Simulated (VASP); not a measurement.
# B2Pt2Cl (P4mm) in VASP: relaxation of cell and atoms with PBE

Aim: the relaxation of cell and atoms of B2Pt2Cl with PBE.

Everything below comes from runs of VASP 6.6.1. Logs are shortened: lines on timing, memory, paths and dates and some standing lists are left out, and cuts for length are marked.

**1. The cell of the first run**

Symmetry: P4mm, No. 99, tetragonal system. Conventional cell: a = 3.302 Å, b = 3.302 Å, c = 7.570 Å, α = 90.00°, β = 90.00°, γ = 90.00°. Within 2.4 Å of B (site symmetry 2mm) lie 1 Pt at 1.81 Å and 4 B at 2.33 Å. Pt (site symmetry 2mm) has 2 Cl at 1.71 Å and 1 B at 1.81 Å and 4 Pt at 2.33 Å within 2.4 Å. Cl (site symmetry 4mm) has 4 Pt at 1.71 Å within 2.3 Å.

The cell was generated, and may not be a known phase.

**2. Relaxation of cell and atoms, PBE**

INCAR reads:

```
PREC = Accurate
ENCUT = 570
EDIFF = 1E-7
ISMEAR = 0
SIGMA = 0.1
LREAL = F
LASPH = T
NELM = 120
ALGO = Normal
ISIF = 3
LWAVE = F
LCHARG = F
GGA = PE
IBRION = 2
NSW = 90
EDIFFG = -0.04
GGA_COMPAT = F
NELMIN = 4
```

KPOINTS reads:

```
regular mesh
0
Gamma
  6 6 2
```

POSCAR reads:

```
B2Pt2Cl
1.0
    3.3020419600      0.0000000000      0.0000000000
    0.0000000000      3.3020419600      0.0000000000
    0.0000000000      0.0000000000      7.5697714400
B Pt Cl
2 2 1
Direct
    0.5000000000      0.0000000000      0.3790750500
    0.0000000000      0.5000000000      0.3790750500
    0.5000000000      0.0000000000      0.6185500900
    0.0000000000      0.5000000000      0.6185500900
    0.0000000000      0.0000000000      0.6781538000
```

Potentials or basis: VASP PAW PBE potentials, release 64 (B, Pt_sv_GW, Cl).

Started as:

```
$ cat potpaw_PBE.64/B/POTCAR potpaw_PBE.64/Pt_sv_GW/POTCAR potpaw_PBE.64/Cl/POTCAR > POTCAR
$ mpirun -np 1 vasp_std > vasp.out
```

OUTCAR:

```text
PREC = Accurate
   ENCUT = 570
   EDIFF = 1E-7
   ISMEAR = 0
   LREAL = F
   LASPH = T
   NELM = 120
   ISIF = 3
   GGA = PE
   IBRION = 2
   NSW = 90
   EDIFFG = -0.04
   NELMIN = 4

 ion  position               nearest neighbor table
   1  0.500  0.000  0.379-   3 1.81
   2  0.000  0.500  0.379-   4 1.81
   3  0.500  0.000  0.619-   5 1.71   5 1.71   1 1.81   4 2.33   4 2.33   4 2.33   4 2.33
   4  0.000  0.500  0.619-   5 1.71   5 1.71   2 1.81   3 2.33   3 2.33   3 2.33   3 2.33
   5  0.000  0.000  0.678-   3 1.71   4 1.71   4 1.71   3 1.71

  LATTYP: Found a simple tetragonal cell.
 ALAT       =     3.3020419600
 C/A-ratio  =     2.2924516198

  Lattice vectors:

 A1 = (   3.3020419600,   0.0000000000,   0.0000000000)
 A2 = (   0.0000000000,   3.3020419600,   0.0000000000)
 A3 = (   0.0000000000,   0.0000000000,   7.5697714400)

Analysis of symmetry for initial positions (statically):
=====================================================================
 Subroutine PRICEL returns:
 Original cell was already a primitive cell.

 Routine SETGRP: Setting up the symmetry group for a
 simple tetragonal supercell.

 Subroutine GETGRP returns: Found  8 space group operations
 (whereof  8 operations were pure point group operations)
 out of a pool of 16 trial point group operations.

The static configuration has the point symmetry C_4v.

Analysis of symmetry for dynamics (positions and initial velocities):
=====================================================================
 Subroutine PRICEL returns:
 Original cell was already a primitive cell.

 Routine SETGRP: Setting up the symmetry group for a
 simple tetragonal supercell.

 Subroutine GETGRP returns: Found  8 space group operations
 (whereof  8 operations were pure point group operations)
 out of a pool of 16 trial point group operations.

The dynamic configuration has the point symmetry C_4v.

 Subroutine INISYM returns: Found  8 space group operations
 (whereof  8 operations are pure point group operations),
 and found     1 'primitive' translations

----------------------------------------------------------------------------------------

                                     Primitive cell

  volume of cell :      82.5369

  direct lattice vectors                    reciprocal lattice vectors
     3.302041960  0.000000000  0.000000000     0.302842911  0.000000000  0.000000000
     0.000000000  3.302041960  0.000000000     0.000000000  0.302842911  0.000000000
     0.000000000  0.000000000  7.569771440     0.000000000  0.000000000  0.132104385

  length of vectors
     3.302041960  3.302041960  7.569771440     0.302842911  0.302842911  0.132104385

  position of ions in fractional coordinates (direct lattice)
     0.500000000  0.000000000  0.379075050
     0.000000000  0.500000000  0.379075050
     0.500000000  0.000000000  0.618550090
     0.000000000  0.500000000  0.618550090
     0.000000000  0.000000000  0.678153800

  ion indices of the primitive-cell ions
   primitive index   ion index
                 1           1
                 2           2
                 3           3
                 4           4
                 5           5

----------------------------------------------------------------------------------------

 KPOINTS: regular mesh

Automatic generation of k-mesh.
 Grid dimensions read from file:
 generate k-points for:    6    6    2

 Generating k-lattice:

  Cartesian coordinates                     Fractional coordinates (reciprocal lattice)
     0.050473819  0.000000000  0.000000000     0.166666667  0.000000000  0.000000000
     0.000000000  0.050473819  0.000000000     0.000000000  0.166666667  0.000000000
     0.000000000  0.000000000  0.066052192     0.000000000  0.000000000  0.500000000

  Length of vectors
     0.050473819  0.050473819  0.066052192

  Shift w.r.t. Gamma in fractional coordinates (k-lattice)
     0.000000000  0.000000000  0.000000000

 Subroutine IBZKPT returns following result:
 ===========================================

 Found     20 irreducible k-points:

 Following reciprocal coordinates:
            Coordinates               Weight
  0.000000  0.000000  0.000000      1.000000
  0.166667  0.000000  0.000000      4.000000
  0.333333  0.000000  0.000000      4.000000
  0.500000  0.000000  0.000000      2.000000
  0.166667  0.166667  0.000000      4.000000
  0.333333  0.166667  0.000000      8.000000
[... 12 lines left out ...]
  0.500000  0.333333  0.500000      4.000000
  0.500000  0.500000  0.500000      1.000000
   k-points           NKPTS =     20   k-points in BZ     NKDIM =     20   number of bands    NBANDS=     29
   number of dos      NEDOS =    301   number of ions     NIONS =      5
   total plane-waves  NPLWV =  47040
   dimension x,y,z NGX =    28 NGY =   28 NGZ =   60
   dimension x,y,z NGXF=    56 NGYF=   56 NGZF=  120
   ions per type =               2   2   1
   NGX,Y,Z   is equivalent  to a cutoff of  14.10, 14.10, 13.18 a.u.
   NGXF,Y,Z  is equivalent  to a cutoff of  28.19, 28.19, 26.35 a.u.
 SYSTEM =  unknown system
   PREC   = accura    normal or accurate (medium, high low for compatibility)
   ISTART =      0    job   : 0-new  1-cont  2-samecut
   ICHARG =      2    charge: 1-file 2-atom 10-const
   ISPIN  =      1    spin polarized calculation?
   LNONCOLLINEAR =      F non collinear calculations
   LSORBIT =      F    spin-orbit coupling
   LASPH  =      T    aspherical Exc in radial PAW
   ENCUT  =  570.0 eV  41.89 Ry    6.47 a.u.   6.43  6.43 14.74*2*pi/ulx,y,z
   NELM   =    120;   NELMIN=  4; NELMDL= -5     # of ELM steps
   EDIFF  = 0.1E-06   stopping-criterion for ELM
   LREAL  =      F    real-space projection
   EDIFFG = -.4E-01   stopping-criterion for IOM
   NSW    =     90    number of steps for IOM
   IBRION =      2    ionic relax: 0-MD 1-quasi-New 2-CG
   NFREE  =      1    steps in history (QN), initial steepest desc. (CG)
   ISIF   =      3    stress and relaxation
   ISYM   =      2    0-nonsym 1-usesym 2-fastsym
   POTIM  = 0.5000    time-step for ionic-motion
   TEBEG  =    0.0;   TEEND  =   0.0 temperature during run
   PSTRESS=    0.0 pullay stress
   NELECT =      49.0000    total number of electrons
   NUPDOWN=      -1.0000    fix difference up-down
   EMIN   =  10.00;   EMAX   =-10.00  energy-range for DOS
   EFERMI =   0.00;   METHOD = LEGACY
   ISMEAR =     0;   SIGMA  =   0.10  broadening in eV -4-tet -1-fermi 0-gaus
   EFERMI_NEDOS =   21; number of points for ismear=-14 and -15
   IALGO  =     38    algorithm
   IMIX   =      4    mixing-type and parameters
     AMIX     =   0.40;   BMIX     =  1.00
     AMIX_MAG =   1.60;   BMIX_MAG =  1.00
  volume/ion in A,a.u.               =      16.51       111.40
  Fermi-wavevector in a.u.,A,eV,Ry     =   1.375913  2.600098 25.757675  1.893136
  Thomas-Fermi vector in A             =   2.501205
   LORBIT       =      0    0 simple, 1 ext, 2 COOP (PROOUT), +10 PAW based schemes
   GGA     = PE    functional components
   LHFCALC =     F    Hartree Fock is set to
   AEXX    =    0.0000 exact exchange contribution
   IVDW    =     0    specifies the selected vdW correction
   LEPSILON=     F    determine dielectric tensor
   LRPA    =     F    only Hartree local field effects (RPA)
 conjugate gradient relaxation of ions
 non-spin polarized calculation
 Gauss-broadening in eV      SIGMA  =   0.10
  energy-cutoff  :      570.00
  volume of cell :       82.54
 maximum number of plane-waves:      2581
 NGX is ok and might be reduce to    28
   NGX = 13   NGY = 13   NGZ = 29

--------------------------------------- Ionic step        1  -------------------------------------------

 number of electron      48.9999999 magnetization

 Free energy of the ion-electron system (eV)
  ---------------------------------------------------
  ext. energy  EPLUGINS =         0.00000000
  ---------------------------------------------------
  free energy    TOTEN  =        13.35810753 eV

  energy without entropy =       13.37628728  energy(sigma->0) =       13.36719741

 E-fermi :   6.8828     XC(G=0):  -9.4230

 val. band max:        6.8808066831   @ k =   0.5000   0.0000   0.5000
 cond. band min:       6.8935169624   @ k =   0.3333   0.1667   0.5000
 fundamental gap:      0.0127102793
 Fermi energy:         6.8827610999

 k-point     1 :       0.0000    0.0000    0.0000
  band No.  band energies     occupation
      1     -96.3013      2.00000
      2     -96.0328      2.00000
      3     -52.6539      2.00000
      4     -52.6539      2.00000
      5     -50.4847      2.00000
      6     -50.0977      2.00000
[... 739 lines left out ...]
  FREE ENERGIE OF THE ION-ELECTRON SYSTEM (eV)
  ---------------------------------------------------
  free  energy   TOTEN  =       -20.6458537553 eV

  energy  without entropy=      -20.6186224042  energy(sigma->0) =      -20.63223808

 E-fermi :  -3.2971     XC(G=0):  -5.0410

 val. band max:       -3.3276440626   @ k =   0.0000   0.0000   0.0000
 cond. band min:      -3.2358539663   @ k =   0.5000   0.0000   0.0000
 fundamental gap:      0.0917900964
 Fermi energy:        -3.2971107348

 k-point     1 :       0.0000    0.0000    0.0000
  band No.  band energies     occupation
      1    -100.8941      2.00000
      2    -100.4772      2.00000
      3     -56.0010      2.00000
      4     -55.9609      2.00000
      5     -53.3974      2.00000
      6     -53.3974      2.00000
[... 629 lines left out ...]
     28      -2.4500      0.00000
     29      -0.2326      0.00000

 E-fermi :   3.4181     XC(G=0): -10.0267

 val. band max:        3.4172618335   @ k =   0.3333   0.3333   0.5000
 cond. band min:       3.5130671591   @ k =   0.5000   0.0000   0.5000
 fundamental gap:      0.0958053256
 Fermi energy:         3.4180695809

 k-point     1 :       0.0000    0.0000    0.0000
  band No.  band energies     occupation
      1     -95.0335      2.00000
      2     -94.9864      2.00000
      3     -49.4533      2.00000
      4     -49.3700      2.00000
      5     -49.3303      2.00000
      6     -49.3303      2.00000
[... 629 lines left out ...]
     28       7.0350      0.00000
     29       7.0350      0.00000

[... ionic steps 4 to 37 ...]

--------------------------------------- Ionic step       38  -------------------------------------------

 number of electron      48.9999996 magnetization

------------------------ aborting loop because EDIFF is reached ----------------------------------------

  FORCE on cell =-STRESS in cart. coord.  units (eV):
  Direction    XX          YY          ZZ          XY          YZ          ZX
  --------------------------------------------------------------------------------------
  -------------------------------------------------------------------------------------
  Total        0.0275032      0.0275032      0.0482556      0.0000000      0.0000000      0.0000000
  in kB        0.4619771      0.4619771      0.8105588      0.0000000      0.0000000      0.0000000
  external PRESSURE =       0.5781710 kB  Pullay stress =       0.0000000 kB
[... 63 lines left out ...]
  energy  without entropy=      -21.9960433159  energy(sigma->0) =      -22.00012469

--------------------------------------- Ionic step       40  -------------------------------------------

 number of electron      48.9999995 magnetization

 Free energy of the ion-electron system (eV)
  ---------------------------------------------------
  ext. energy  EPLUGINS =         0.00000000
  ---------------------------------------------------
  free energy    TOTEN  =       -22.00430361 eV

  energy without entropy =      -21.99620465  energy(sigma->0) =      -22.00025413

 E-fermi :   3.2507     XC(G=0):  -9.9470

 val. band max:        3.2378563673   @ k =   0.3333   0.3333   0.5000
 cond. band min:       3.3483710250   @ k =   0.5000   0.0000   0.5000
 fundamental gap:      0.1105146577
 Fermi energy:         3.2507449375

 k-point     1 :       0.0000    0.0000    0.0000
  band No.  band energies     occupation
      1     -95.1399      2.00000
      2     -95.0962      2.00000
      3     -49.5479      2.00000
      4     -49.4697      2.00000
      5     -49.4295      2.00000
      6     -49.4295      2.00000
[... 661 lines left out ...]
  FREE ENERGIE OF THE ION-ELECTRON SYSTEM (eV)
  ---------------------------------------------------
  free  energy   TOTEN  =       -22.0043036114 eV

  energy  without entropy=      -21.9962046518  energy(sigma->0) =      -22.00025413

 reached required accuracy - stopping structural energy minimisation
```

Run time: 41 min. Hardware: 1 thread of Intel Xeon Platinum 8259CL at 2.50GHz (Skylake/Cascade Lake), shared host; peak memory 0.25 GiB.

Results:

| Quantity | Value |
| --- | --- |
| Free energy | -22.0043 eV |
| Relaxed volume | 19.10 Å³/atom |
| Relaxed cell | a = 3.734 Å, b = 3.734 Å, c = 6.849 Å, α = 90.00°, β = 90.00°, γ = 90.00° |
| Space group after relaxing (to 0.1 Å) | P4mm (No. 99) |
| Pressure after relaxing | -0.1 GPa |
| Largest force after relaxing | 0.027 eV/Å |
| Band gap on the k mesh | zero (an odd number of electrons rules out a gap without spin polarisation) |

Forces on the atoms (eV/Å):
```
B    0.000  0.000  0.018
B    0.000  0.000  0.018
Pt   0.000  0.000 -0.004
Pt   0.000  0.000 -0.004
Cl   0.000  0.000 -0.027
```

Final structure:
```
CELL_PARAMETERS angstrom
3.73444 0.00000 0.00000
0.00000 3.73444 0.00000
0.00000 0.00000 6.84886
ATOMIC_POSITIONS crystal
B 0.50000 0.00000 0.30921
B 0.00000 0.50000 0.30921
Pt 0.50000 0.00000 0.58290
Pt 0.00000 0.50000 0.58290
Cl 0.00000 0.00000 0.88919
```

Caveat: the k points lie up to 0.46 Å⁻¹ apart in the final cell, too coarse for converged energies and pressures of a metal; the volume moved by over 15 % at a fixed basis, so the end points are rough; spin-orbit coupling is left out, which moves the levels of the heavy elements; this functional lacks dispersion, which binds layers or chains, so the pressure and a relaxed spacing across them are unreliable; an odd number of electrons without spin polarisation forces a metal; a magnetic or distorted state may lie lower.

The gap in the log of VASP goes by the Fermi energy; the results here count the filled bands.